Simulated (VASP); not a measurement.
# AgI (F-43m) in VASP: further runs

AgI is run at these levels: r2SCAN; tasks: phonons.

Program: VASP 6.6.1. These are calculated values, not measurements. Logs are shortened: lines on timing, memory, paths and dates and some standing lists are left out, and cuts for length are marked.

## Step 1: The cell of the first run

Symmetry: F-43m, No. 216, cubic system. Conventional cell: a = 6.240 Å, b = 6.240 Å, c = 6.240 Å, α = 90.00°, β = 90.00°, γ = 90.00°. Within 3.6 Å of Ag (site symmetry -43m) lie 4 I at 2.70 Å. I (site symmetry -43m) has 4 Ag at 2.70 Å within 3.6 Å.

## Step 2: Phonons, r2SCAN

Input file INCAR:

```
PREC = Accurate
ENCUT = 550
EDIFF = 1E-8
ISMEAR = 0
SIGMA = 0.01
LREAL = F
LASPH = T
NELM = 120
ALGO = Normal
ISIF = 2
LWAVE = F
LCHARG = F
METAGGA = R2SCAN
LMIXTAU = T
NBANDS = 16
IBRION = 6
NFREE = 2
POTIM = 0.015
NSW = 1
GGA_COMPAT = F
```

Input file KPOINTS:

```
regular mesh
0
Gamma
  6 6 6
```

Input file POSCAR:

```
AgI
1.0
    3.1200582569      3.1200582569      0.0000000000
   -3.1200582569      3.1200582569      0.0000000000
    0.0000000000      3.1200582569      3.1200582569
Ag I
1 1
Direct
    0.0000000000      0.0000000000      0.0000000000
    0.7500000000      0.2500000000      0.5000000000
```

Potentials or basis: VASP PAW PBE potentials, release 64 (Ag, I).

Run with:

```sh
cat potpaw_PBE.64/Ag/POTCAR potpaw_PBE.64/I/POTCAR > POTCAR
mpirun -np 1 vasp_std > vasp.out
```

OUTCAR:

```text
PREC = Accurate
   ENCUT = 550
   EDIFF = 1E-8
   ISMEAR = 0
   LREAL = F
   LASPH = T
   NELM = 120
   ISIF = 2
   METAGGA = R2SCAN
   IBRION = 6
   NFREE = 2
   POTIM = 0.015
   NSW = 1

 ion  position               nearest neighbor table
   1  0.000  0.000  0.000-   2 2.70   2 2.70   2 2.70   2 2.70
   2  0.750  0.250  0.500-   1 2.70   1 2.70   1 2.70   1 2.70

  LATTYP: Found a face centered cubic cell.
 ALAT       =     6.2401165138

  Lattice vectors:

 A1 = (   0.0000000000,   3.1200582569,   3.1200582569)
 A2 = (   3.1200582569,   0.0000000000,   3.1200582569)
 A3 = (   3.1200582569,   3.1200582569,   0.0000000000)

Analysis of symmetry for initial positions (statically):
=====================================================================
 Subroutine PRICEL returns:
 Original cell was already a primitive cell.

 Routine SETGRP: Setting up the symmetry group for a
 face centered cubic supercell.

 Subroutine GETGRP returns: Found 24 space group operations
 (whereof 24 operations were pure point group operations)
 out of a pool of 48 trial point group operations.

The static configuration has the point symmetry T_d .

Analysis of symmetry for dynamics (positions and initial velocities):
=====================================================================
 Subroutine PRICEL returns:
 Original cell was already a primitive cell.

 Routine SETGRP: Setting up the symmetry group for a
 face centered cubic supercell.

 Subroutine GETGRP returns: Found 24 space group operations
 (whereof 24 operations were pure point group operations)
 out of a pool of 48 trial point group operations.

The dynamic configuration has the point symmetry T_d .

 Subroutine INISYM returns: Found 24 space group operations
 (whereof 24 operations are pure point group operations),
 and found     1 'primitive' translations

----------------------------------------------------------------------------------------

                                     Primitive cell

  volume of cell :      60.7461

  direct lattice vectors                    reciprocal lattice vectors
     3.120058257  3.120058257  0.000000000     0.160253418  0.160253418 -0.160253418
    -3.120058257  3.120058257  0.000000000    -0.160253418  0.160253418 -0.160253418
     0.000000000  3.120058257  3.120058257     0.000000000  0.000000000  0.320506836

  length of vectors
     4.412428702  4.412428702  4.412428702     0.277567062  0.277567062  0.320506836

  position of ions in fractional coordinates (direct lattice)
     0.000000000  0.000000000  0.000000000
     0.750000000  0.250000000  0.500000000

  ion indices of the primitive-cell ions
   primitive index   ion index
                 1           1
                 2           2

----------------------------------------------------------------------------------------

 KPOINTS: regular mesh

Automatic generation of k-mesh.
 Grid dimensions read from file:
 generate k-points for:    6    6    6

 Generating k-lattice:

  Cartesian coordinates                     Fractional coordinates (reciprocal lattice)
     0.026708903  0.026708903 -0.026708903     0.166666667  0.000000000  0.000000000
    -0.026708903  0.026708903 -0.026708903     0.000000000  0.166666667  0.000000000
     0.000000000  0.000000000  0.053417806     0.000000000  0.000000000  0.166666667

  Length of vectors
     0.046261177  0.046261177  0.053417806

  Shift w.r.t. Gamma in fractional coordinates (k-lattice)
     0.000000000  0.000000000  0.000000000

 Subroutine IBZKPT returns following result:
[... 41 lines left out ...]
   LREAL  =      F    real-space projection
   EDIFFG = 0.1E-06   stopping-criterion for IOM
   NSW    =     61    number of steps for IOM
   IBRION =      6    ionic relax: 0-MD 1-quasi-New 2-CG
   NFREE  =      2    steps in history (QN), initial steepest desc. (CG)
   ISIF   =      2    stress and relaxation
   ISYM   =      2    0-nonsym 1-usesym 2-fastsym
   POTIM  = 0.0150    time-step for ionic-motion
   TEBEG  =    0.0;   TEEND  =   0.0 temperature during run
   PSTRESS=    0.0 pullay stress
   NELECT =      18.0000    total number of electrons
   NUPDOWN=      -1.0000    fix difference up-down
   EMIN   =  10.00;   EMAX   =-10.00  energy-range for DOS
   EFERMI =   0.00;   METHOD = LEGACY
   ISMEAR =     0;   SIGMA  =   0.01  broadening in eV -4-tet -1-fermi 0-gaus
   EFERMI_NEDOS =   21; number of points for ismear=-14 and -15
   IALGO  =     38    algorithm
   IMIX   =      4    mixing-type and parameters
     AMIX     =   0.40;   BMIX     =  1.00
     AMIX_MAG =   1.60;   BMIX_MAG =  1.00
  volume/ion in A,a.u.               =      30.37       204.97
  Fermi-wavevector in a.u.,A,eV,Ry     =   1.091423  2.062490 16.207306  1.191203
  Thomas-Fermi vector in A             =   2.227668
   LORBIT       =      0    0 simple, 1 ext, 2 COOP (PROOUT), +10 PAW based schemes
   METAGGA = R2SCAN    functional components
   LHFCALC =     F    Hartree Fock is set to
   AEXX    =    0.0000 exact exchange contribution
   IVDW    =     0    specifies the selected vdW correction
   LEPSILON=     F    determine dielectric tensor
   LRPA    =     F    only Hartree local field effects (RPA)
 finite differences with symmetry
 non-spin polarized calculation
 Gauss-broadening in eV      SIGMA  =   0.01
  energy-cutoff  :      550.00
  volume of cell :       60.75
 maximum number of plane-waves:      1807
 NGX is ok and might be reduce to    36
   NGX = 17   NGY = 17   NGZ = 17

--------------------------------------- Ionic step        1  -------------------------------------------

 number of electron      18.0000001 magnetization

 Free energy of the ion-electron system (eV)
  ---------------------------------------------------
  ext. energy  EPLUGINS =         0.00000000
  ---------------------------------------------------
  free energy    TOTEN  =       -46.33979164 eV

  energy without entropy =      -46.33979164  energy(sigma->0) =      -46.33979164

------------------------ aborting loop because EDIFF is reached ----------------------------------------

  FORCE on cell =-STRESS in cart. coord.  units (eV):
  Direction    XX          YY          ZZ          XY          YZ          ZX
  --------------------------------------------------------------------------------------
  -------------------------------------------------------------------------------------
  Total        2.5796262      2.5796262      2.5796262     -0.0000000      0.0000000      0.0000000
  in kB       68.0376424     68.0376424     68.0376424     -0.0000000      0.0000000      0.0000000
  external PRESSURE =      68.0376424 kB  Pullay stress =       0.0000000 kB
[... 131 lines left out ...]
--------------------------------------- Ionic step        5  -------------------------------------------

 number of electron      18.0000000 magnetization

 Free energy of the ion-electron system (eV)
  ---------------------------------------------------
  ext. energy  EPLUGINS =         0.00000000
  ---------------------------------------------------
  free energy    TOTEN  =       -46.33932304 eV

  energy without entropy =      -46.33932304  energy(sigma->0) =      -46.33932304

 E-fermi :   4.4247     XC(G=0):  -9.5472

 val. band max:        4.3533242270   @ k =   0.0000   0.0000   0.0000
 cond. band min:       6.1441207247   @ k =   0.0000   0.0000   0.0000
 fundamental gap:      1.7907964977
 Fermi energy:         4.4247048377

 k-point     1 :       0.0000    0.0000    0.0000
  band No.  band energies     occupation
      1      -9.6407      2.00000
      2      -0.8509      2.00000
      3      -0.8298      2.00000
      4      -0.8082      2.00000
      5       0.6227      2.00000
      6       0.6230      2.00000
[... 433 lines left out ...]
      3      -0.6273      2.00000
      4      -0.5724      2.00000
      5       0.5998      2.00000
      6       0.6568      2.00000
[... 8 lines left out ...]
     15      15.1172      0.00000
     16      16.1803      0.00000

 [... further k-points ...]

------------------------ aborting loop because EDIFF is reached ----------------------------------------

  FORCE on cell =-STRESS in cart. coord.  units (eV):
  Direction    XX          YY          ZZ          XY          YZ          ZX
  --------------------------------------------------------------------------------------
  -------------------------------------------------------------------------------------
  Total        2.5797977      2.5820946      2.5820946      0.0000000     -0.1296508      0.0000000
  in kB       68.0421646     68.1027453     68.1027453      0.0000000     -3.4195389      0.0000000
  external PRESSURE =      68.0825517 kB  Pullay stress =       0.0000000 kB
[... 17 lines left out ...]
  FREE ENERGIE OF THE ION-ELECTRON SYSTEM (eV)
  ---------------------------------------------------
  free  energy   TOTEN  =       -46.3393230438 eV

  energy  without entropy=      -46.3393230438  energy(sigma->0) =      -46.33932304

 INTERNAL STRAIN TENSORS FROM DISPLACED ATOMS
 ============================================

 INTERNAL STRAIN TENSOR FOR ION    1 for displacements in x,y,z  (eV/Angst):
          X           Y           Z          XY          YZ          ZX
  --------------------------------------------------------------------------------
  x    -0.00000     0.00000     0.00000     0.00000    -8.64437     0.00000
  y     0.00000    -0.00000     0.00000     0.00000     0.00000    -8.64437
  z     0.00000     0.00000    -0.00000    -8.64437     0.00000     0.00000

 INTERNAL STRAIN TENSOR FOR ION    2 for displacements in x,y,z  (eV/Angst):
          X           Y           Z          XY          YZ          ZX
  --------------------------------------------------------------------------------
  x     0.00000    -0.00000    -0.00000     0.00000     8.64246     0.00000
  y     0.00000    -0.00000     0.00000     0.00000     0.00000     8.64246
  z    -0.00000    -0.00000     0.00000     8.64246     0.00000     0.00000

 Eigenvectors and eigenvalues of the dynamical matrix
 ----------------------------------------------------

   1 f  =    4.176952 THz    26.244561 2PiTHz  139.328109 cm-1    17.274476 meV
             X         Y         Z           dx          dy          dz
      0.000000  0.000000  0.000000     0.000000    0.735599    0.000000
      1.560029  4.680087  1.560029     0.000000   -0.677418    0.000000
[... 21 lines left out ...]
   6 f/i=    0.002364 THz     0.014852 2PiTHz    0.078844 cm-1     0.009775 meV
             X         Y         Z           dx          dy          dz
      0.000000  0.000000  0.000000    -0.000000    0.000000   -0.677418
      1.560029  4.680087  1.560029     0.000000    0.000000   -0.735599

 ELASTIC MODULI CONTR FROM IONIC RELAXATION (kBar)
 Direction    XX          YY          ZZ          XY          YZ          ZX
 --------------------------------------------------------------------------------
 XX          -0.0000      0.0000      0.0000      0.0000     -0.0000     -0.0000
 YY           0.0000     -0.0000      0.0000      0.0000      0.0000     -0.0000
 ZZ           0.0000      0.0000     -0.0000     -0.0000      0.0000     -0.0000
 XY           0.0000      0.0000     -0.0000   -473.4387     -0.0000      0.0000
 YZ          -0.0000      0.0000      0.0000     -0.0000   -473.4387      0.0000
 ZX          -0.0000     -0.0000     -0.0000      0.0000      0.0000   -473.4387
 --------------------------------------------------------------------------------
```

It took 17 min on 1 thread of AMD EPYC 7R43 (Zen 3), shared host; peak memory 0.25 GiB.

Results:

| Quantity | Value |
| --- | --- |
| Highest phonon frequency at Γ, LO-TO splitting left out | 139 cm⁻¹ |

Phonon frequencies in cm⁻¹ (negative: imaginary):
| q point | frequencies |
| --- | --- |
| (0.000, 0.000, 0.000) | 0 0 0 139 139 139 |

Caveat: the cell stands under pressure or tension, which shifts response properties; the PAW data sets were made with another functional, which shifts forces and pressure a little; spin-orbit coupling is left out, which moves the levels of the heavy elements.

## Step 3: Phonons, r2SCAN

This run uses another cell than the first one, of 32.04 Å³/atom.

Input file INCAR:

```
PREC = Accurate ; ENCUT = 550
EDIFF = 1E-8 ; ISMEAR = 0
SIGMA = 0.01 ; LREAL = F
LASPH = T ; NELM = 120
ALGO = Normal ; ISIF = 2
LWAVE = F ; LCHARG = F
METAGGA = R2SCAN ; LMIXTAU = T
NBANDS = 16 ; IBRION = 6
NFREE = 2 ; POTIM = 0.015
NSW = 1 ; GGA_COMPAT = F
```

Input file KPOINTS:

```
Automatic mesh
0
Gamma
  6 6 6
```

Input file POSCAR:

```
AgI
1.0
    3.1761801124      3.1761801124      0.0000000000
   -3.1761801124      3.1761801124      0.0000000000
    0.0000000000      3.1761801124      3.1761801124
Ag I
1 1
Direct
    0.0000000000      0.0000000000      0.0000000000
    0.7500000000      0.2500000000      0.5000000000
```

Potentials or basis: VASP PAW PBE potentials, release 64 (Ag, I).

Run with:

```sh
cat potpaw_PBE.64/Ag/POTCAR potpaw_PBE.64/I/POTCAR > POTCAR
mpirun -np 1 vasp_std > vasp.out
```

OUTCAR:

```text
PREC = Accurate
   ENCUT = 550
   EDIFF = 1E-8
   ISMEAR = 0
   LREAL = F
   LASPH = T
   NELM = 120
   ISIF = 2
   METAGGA = R2SCAN
   IBRION = 6
   NFREE = 2
   POTIM = 0.015
   NSW = 1

 ion  position               nearest neighbor table
   1  0.000  0.000  0.000-   2 2.75   2 2.75   2 2.75   2 2.75
   2  0.750  0.250  0.500-   1 2.75   1 2.75   1 2.75   1 2.75

  LATTYP: Found a face centered cubic cell.
 ALAT       =     6.3523602248

  Lattice vectors:

 A1 = (   0.0000000000,   3.1761801124,   3.1761801124)
 A2 = (   3.1761801124,   0.0000000000,   3.1761801124)
 A3 = (   3.1761801124,   3.1761801124,   0.0000000000)

Analysis of symmetry for initial positions (statically):
=====================================================================
 Subroutine PRICEL returns:
 Original cell was already a primitive cell.

 Routine SETGRP: Setting up the symmetry group for a
[... 786 lines left out ...]
  Total        1.5418987      1.5437412      1.5437412      0.0000000     -0.0998960      0.0000000
  in kB       38.5497061     38.5957694     38.5957694      0.0000000     -2.4975441      0.0000000
  external PRESSURE =      38.5804149 kB  Pullay stress =       0.0000000 kB
[... 17 lines left out ...]
  FREE ENERGIE OF THE ION-ELECTRON SYSTEM (eV)
  ---------------------------------------------------
  free  energy   TOTEN  =       -46.4497890943 eV

  energy  without entropy=      -46.4497890943  energy(sigma->0) =      -46.44978909

 INTERNAL STRAIN TENSORS FROM DISPLACED ATOMS
 ============================================

 INTERNAL STRAIN TENSOR FOR ION    1 for displacements in x,y,z  (eV/Angst):
          X           Y           Z          XY          YZ          ZX
  --------------------------------------------------------------------------------
  x    -0.00000     0.00000     0.00000    -0.00000    -6.66409     0.00000
  y     0.00000    -0.00000     0.00000     0.00000    -0.00000    -6.66409
  z     0.00000     0.00000    -0.00000    -6.66409     0.00000     0.00000

 INTERNAL STRAIN TENSOR FOR ION    2 for displacements in x,y,z  (eV/Angst):
          X           Y           Z          XY          YZ          ZX
  --------------------------------------------------------------------------------
  x     0.00000     0.00000     0.00000     0.00000     6.65880     0.00000
  y    -0.00000    -0.00000    -0.00000     0.00000     0.00000     6.65880
  z     0.00000     0.00000     0.00000     6.65880     0.00000     0.00000

 Eigenvectors and eigenvalues of the dynamical matrix
 ----------------------------------------------------

   1 f  =    3.707134 THz    23.292613 2PiTHz  123.656696 cm-1    15.331469 meV
             X         Y         Z           dx          dy          dz
      0.000000  0.000000  0.000000    -0.736067    0.000000   -0.000000
      1.588090  4.764270  1.588090     0.676909   -0.000000    0.000000
[... 21 lines left out ...]
   6 f/i=    0.004660 THz     0.029282 2PiTHz    0.155453 cm-1     0.019274 meV
             X         Y         Z           dx          dy          dz
      0.000000  0.000000  0.000000    -0.000000    0.267941   -0.621622
      1.588090  4.764270  1.588090    -0.000000    0.291357   -0.675948

 ELASTIC MODULI CONTR FROM IONIC RELAXATION (kBar)
 Direction    XX          YY          ZZ          XY          YZ          ZX
 --------------------------------------------------------------------------------
 XX          -0.0000     -0.0000     -0.0000     -0.0000     -0.0000      0.0000
 YY          -0.0000     -0.0000     -0.0000     -0.0000     -0.0000     -0.0000
 ZZ          -0.0000     -0.0000     -0.0000     -0.0000     -0.0000      0.0000
 XY          -0.0000     -0.0000     -0.0000   -338.4495      0.0000      0.0000
 YZ          -0.0000     -0.0000     -0.0000      0.0000   -338.4495     -0.0000
 ZX           0.0000     -0.0000      0.0000      0.0000     -0.0000   -338.4495
 --------------------------------------------------------------------------------
```

OSZICAR:

```text
N       E                     dE             d eps       ncg     rms          rms(c)
DAV:   1     0.515304642510E+02    0.51530E+02   -0.82274E+03   512   0.102E+03
DAV:   2    -0.475319536228E+02   -0.99062E+02   -0.93195E+02   640   0.208E+02
DAV:   3    -0.510084262862E+02   -0.34765E+01   -0.34693E+01   648   0.402E+01
[... 65 lines left out ...]
DAV:   6    -0.464497883065E+02   -0.90969E-05   -0.74323E-06  1696   0.197E-02    0.546E-03
DAV:   7    -0.464497887897E+02   -0.48316E-06   -0.50896E-07  1880   0.665E-03    0.686E-04
DAV:   8    -0.464497889100E+02   -0.12032E-06   -0.72729E-08  1616   0.259E-03    0.984E-04
DAV:   9    -0.464497890709E+02   -0.16092E-06   -0.42400E-08  1592   0.169E-03    0.227E-04
DAV:  10    -0.464497890947E+02   -0.23753E-07   -0.12317E-08  1336   0.889E-04    0.304E-04
DAV:  11    -0.464497890943E+02    0.40791E-09   -0.13593E-09   832   0.269E-04
   5 F= -.46449789E+02 E0= -.46449789E+02  d E =-.237488E-21
```

Run time: 18 min. Hardware: 1 thread of AMD EPYC 7R43 (Zen 3), shared host; peak memory 0.23 GiB.

What came out:

```yaml
Highest_phonon_frequency_at_Γ_LO-TO_splitting_left_out: 124 cm⁻¹
```

Phonon frequencies in cm⁻¹ (negative: imaginary):
| q point | frequencies |
| --- | --- |
| (0.000, 0.000, 0.000) | 0 0 0 124 124 124 |

Caveat: the cell stands under pressure or tension, which shifts response properties; the PAW data sets were made with another functional, which shifts forces and pressure a little; spin-orbit coupling is left out, which moves the levels of the heavy elements.

[end of part 1 of 2]
